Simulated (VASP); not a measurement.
# Bi2Te3 (Tellurobismuthite) (R3m) in VASP: single point with LDA

Aim: the single point of Bi2Te3 (Tellurobismuthite) with LDA.

All numbers are computed with VASP 6.6.1; they aren't measurements. Logs are shortened: lines on timing, memory, paths and dates and some standing lists are left out, and cuts for length are marked.

**1. The cell of the first run**

Symmetry: R3m, No. 160, trigonal system. Conventional cell: a = 4.587 Å, b = 4.587 Å, c = 30.989 Å, α = 90.00°, β = 90.00°, γ = 120.00°. Bi (site symmetry 3m) has 3 Te at 3.14 Å and 3 Bi at 3.56 Å within 4.1 Å. Within 4.5 Å of Bi (site symmetry 3m) lie 3 Te at 3.40 Å and 3 Bi at 3.56 Å. Te (site symmetry 3m) has 6 Te at 3.16 to 3.58 Å within 4.2 Å. Within 4.1 Å of Te (site symmetry 3m) lie 3 Bi at 3.14 Å and 3 Te at 3.58 Å. Te (site symmetry 3m) has 3 Te at 3.16 Å and 3 Bi at 3.40 Å within 4.2 Å.

**2. Single point, LDA**

Input file INCAR:

```
SYSTEM = Bi2Te3
PREC = Accurate
ENCUT = 520
EDIFF = 1E-7
ISMEAR = -1
SIGMA = 0.1
LREAL = .False.
LASPH = .True.
NELM = 100
ALGO = Normal
ISIF = 2
LWAVE = .False.
LCHARG = .False.
NBANDS = 32
```

Input file KPOINTS:

```
Automatic mesh
0
Gamma
  6 6 6
  0 0 0
```

Input file POSCAR:

```
Bi2Te3
1.0
    2.2935246448      1.3241669989     10.3296019461
   -2.2935246448      1.3241669989     10.3296019461
    0.0000000000     -2.6483339978     10.3296019461
Bi Te
2 3
Direct
    0.1880000000      0.1880000000      0.1880000000
    0.5980000000      0.5980000000      0.5980000000
    0.3890000000      0.3890000000      0.3890000000
    0.8000000000      0.8000000000      0.8000000000
    0.0000000000      0.0000000000      0.0000000000
```

Potentials or basis: VASP PAW LDA potentials, release 64 (Bi_d, Te).

Command:

```console
$ cat potpaw_LDA.64/Bi_d/POTCAR potpaw_LDA.64/Te/POTCAR > POTCAR
$ mpirun -np 1 vasp_std > vasp.out
```

OUTCAR:

```text
SYSTEM = Bi2Te3
   PREC = Accurate
   ENCUT = 520
   EDIFF = 1E-7
   ISMEAR = -1
   LREAL = .False.
   LASPH = .True.
   NELM = 100
   ISIF = 2

 ion  position               nearest neighbor table
   1  0.188  0.188  0.188-   4 3.14   4 3.14   4 3.14   2 3.56   2 3.56   2 3.56
   2  0.598  0.598  0.598-   5 3.40   5 3.40   5 3.40   1 3.56   1 3.56   1 3.56
   3  0.389  0.389  0.389-   5 3.16   5 3.16   5 3.16   4 3.58   4 3.58   4 3.58
   4  0.800  0.800  0.800-   1 3.14   1 3.14   1 3.14   3 3.58   3 3.58   3 3.58
   5  0.000  0.000  0.000-   3 3.16   3 3.16   3 3.16   2 3.40   2 3.40   2 3.40

  LATTYP: Found a trigonal (rhomboedric) cell.
 ALAT       =    10.6636930705
 COS(alpha) =     0.9074829993

  Lattice vectors:

 A1 = (   2.2935246448,   1.3241669989,  10.3296019461)
 A2 = (  -2.2935246448,   1.3241669989,  10.3296019461)
 A3 = (   0.0000000000,  -2.6483339978,  10.3296019461)

Analysis of symmetry for initial positions (statically):
=====================================================================
 Subroutine PRICEL returns:
 Original cell was already a primitive cell.

 Routine SETGRP: Setting up the symmetry group for a
 trigonal (rhombohedral) supercell.

 Subroutine GETGRP returns: Found  6 space group operations
 (whereof  6 operations were pure point group operations)
 out of a pool of 12 trial point group operations.

The static configuration has the point symmetry C_3v.

Analysis of symmetry for dynamics (positions and initial velocities):
=====================================================================
 Subroutine PRICEL returns:
 Original cell was already a primitive cell.

 Routine SETGRP: Setting up the symmetry group for a
 trigonal (rhombohedral) supercell.

 Subroutine GETGRP returns: Found  6 space group operations
 (whereof  6 operations were pure point group operations)
 out of a pool of 12 trial point group operations.

The dynamic configuration has the point symmetry C_3v.

 Subroutine INISYM returns: Found  6 space group operations
 (whereof  6 operations are pure point group operations),
 and found     1 'primitive' translations

----------------------------------------------------------------------------------------

                                     Primitive cell

[... 88 lines left out ...]
   ISTART =      0    job   : 0-new  1-cont  2-samecut
   ICHARG =      2    charge: 1-file 2-atom 10-const
   ISPIN  =      1    spin polarized calculation?
   LNONCOLLINEAR =      F non collinear calculations
   LSORBIT =      F    spin-orbit coupling
   LASPH  =      T    aspherical Exc in radial PAW
   ENCUT  =  520.0 eV  38.22 Ry    6.18 a.u.  19.83 19.83 19.83*2*pi/ulx,y,z
   NELM   =    100;   NELMIN=  2; NELMDL= -5     # of ELM steps
   EDIFF  = 0.1E-06   stopping-criterion for ELM
   LREAL  =      F    real-space projection
   EDIFFG = 0.1E-05   stopping-criterion for IOM
   NSW    =      0    number of steps for IOM
   IBRION =     -1    ionic relax: 0-MD 1-quasi-New 2-CG
   NFREE  =      0    steps in history (QN), initial steepest desc. (CG)
   ISIF   =      2    stress and relaxation
   ISYM   =      2    0-nonsym 1-usesym 2-fastsym
   POTIM  = 0.5000    time-step for ionic-motion
   TEBEG  =    0.0;   TEEND  =   0.0 temperature during run
   PSTRESS=    0.0 pullay stress
   NELECT =      48.0000    total number of electrons
   NUPDOWN=      -1.0000    fix difference up-down
   EMIN   =  10.00;   EMAX   =-10.00  energy-range for DOS
   EFERMI =   0.00;   METHOD = LEGACY
   ISMEAR =    -1;   SIGMA  =   0.10  broadening in eV -4-tet -1-fermi 0-gaus
   EFERMI_NEDOS =   21; number of points for ismear=-14 and -15
   IALGO  =     38    algorithm
   IMIX   =      4    mixing-type and parameters
     AMIX     =   0.40;   BMIX     =  1.00
     AMIX_MAG =   1.60;   BMIX_MAG =  1.00
  volume/ion in A,a.u.               =      37.65       254.04
  Fermi-wavevector in a.u.,A,eV,Ry     =   1.038154  1.961826 14.663852  1.077763
  Thomas-Fermi vector in A             =   2.172625
   LORBIT       =      0    0 simple, 1 ext, 2 COOP (PROOUT), +10 PAW based schemes
   GGA     = CA    functional components
   LHFCALC =     F    Hartree Fock is set to
   AEXX    =    0.0000 exact exchange contribution
   IVDW    =     0    specifies the selected vdW correction
   LEPSILON=     F    determine dielectric tensor
   LRPA    =     F    only Hartree local field effects (RPA)
 non-spin polarized calculation
  energy-cutoff  :      520.00
  volume of cell :      188.23
 maximum number of plane-waves:      5109
   NGX = 39   NGY = 39   NGZ = 39

 number of electron      47.9999997 magnetization

 Free energy of the ion-electron system (eV)
  ---------------------------------------------------
  ext. energy  EPLUGINS =         0.00000000
  ---------------------------------------------------
  free energy    TOTEN  =       -19.76224780 eV

  energy without entropy =      -19.68219622  energy(sigma->0) =      -19.72222201

 E-fermi :   4.9009     XC(G=0):  -9.1559

 val. band max:        4.8799691358   @ k =   0.5000   0.3333   0.0000
 cond. band min:       4.9060251442   @ k =   0.1667   0.1667   0.1667
 fundamental gap:      0.0260560084
 Fermi energy:         4.9009062843

 k-point     1 :       0.0000    0.0000    0.0000
  band No.  band energies     occupation
      1     -18.0562      2.00000
      2     -18.0562      2.00000
      3     -18.0367      2.00000
      4     -18.0367      2.00000
      5     -18.0308      2.00000
      6     -17.5468      2.00000
[... 829 lines left out ...]
     31       9.0213      0.00000
     32      10.1223      0.00000

 [... further k-points ...]
[... 5 lines left out ...]
  --------------------------------------------------------------------------------------
  -------------------------------------------------------------------------------------
  Total       -6.3250940     -6.3250933     -7.8232233      0.0000000      0.0000000     -0.0000000
  in kB      -53.8389468    -53.8389409    -66.5909637      0.0000000      0.0000000     -0.0000000
  external PRESSURE =     -58.0896171 kB  Pullay stress =       0.0000000 kB

 VOLUME and BASIS-vectors are now :
 -----------------------------------------------------------------------------
  energy-cutoff  :      520.00
  volume of cell :      188.23
      direct lattice vectors                 reciprocal lattice vectors
     2.293524645  1.324166999 10.329601946     0.218005070  0.125865293  0.032269717
    -2.293524645  1.324166999 10.329601946    -0.218005070  0.125865293  0.032269717
     0.000000000 -2.648333998 10.329601946     0.000000000 -0.251730585  0.032269717

 POSITION                                       TOTAL-FORCE (eV/Angst)
 -----------------------------------------------------------------------------------
      0.00000      0.00000      5.82590         0.000000      0.000000      0.252340
      0.00000      0.00000     18.53131         0.000000     -0.000000      0.510738
      0.00000      0.00000     12.05465         0.000000      0.000000      0.184224
      0.00000      0.00000     24.79104         0.000000     -0.000000     -0.119495
      0.00000      0.00000      0.00000         0.000000     -0.000000     -0.827806
 -----------------------------------------------------------------------------------
    total drift:                                0.000000      0.000001      0.000948

  FREE ENERGIE OF THE ION-ELECTRON SYSTEM (eV)
  ---------------------------------------------------
  free  energy   TOTEN  =       -19.7622477998 eV

  energy  without entropy=      -19.6821962156  energy(sigma->0) =      -19.72222201
```

stdout:

```text
POSCAR found type information on POSCAR BiTe
 POSCAR found :  2 types and       5 ions
 scaLAPACK will be used
 LDA part: xc-table for (Slater(with rela. corr.)+CA(PZ))
 , standard interpolation
 POSCAR, INCAR and KPOINTS ok, starting setup
 FFT: planning ... GRIDC
 FFT: planning ... GRID_SOFT
 FFT: planning ... GRID
 WAVECAR not read
 entering main loop
```

It took 19 min on 1 thread of Intel Xeon Platinum 8488C (Sapphire Rapids), shared host; peak memory 0.76 GiB.

Results:

```
Free energy            : -19.7622 eV
Pressure               : -5.8 GPa
Largest force          : 0.828 eV/Å
Band gap on the k mesh : zero (band 24 reaches 4.88 eV, above the bottom of band 25 at 4.74 eV)
```

Forces in eV/Å, atoms in the order of the input:
```
Bi   0.000  0.000  0.252
Bi   0.000  0.000  0.511
Te   0.000  0.000  0.184
Te   0.000  0.000 -0.119
Te   0.000  0.000 -0.828
```

Levels at points of the mesh, in eV from the Fermi level:
```
           k point  band 21  band 22  band 23  band 24  band 25  band 26  band 27  band 28
(0.00, 0.00, 0.00)    -1.82    -0.53    -0.32    -0.32    -0.16     0.33     0.33     1.92
(0.50, 0.00, 0.00)    -2.77    -1.85    -0.24    -0.19    -0.13     0.48     2.15     2.66
(0.50, 0.50, 0.00)    -2.08    -1.61    -0.85    -0.40     0.37     1.09     1.53     2.26
(0.50, 0.50, 0.50)    -1.73    -0.94    -0.53    -0.53     0.36     0.81     0.81     1.54
```

Caveat: spin-orbit coupling is left out, which moves the levels of the heavy elements.
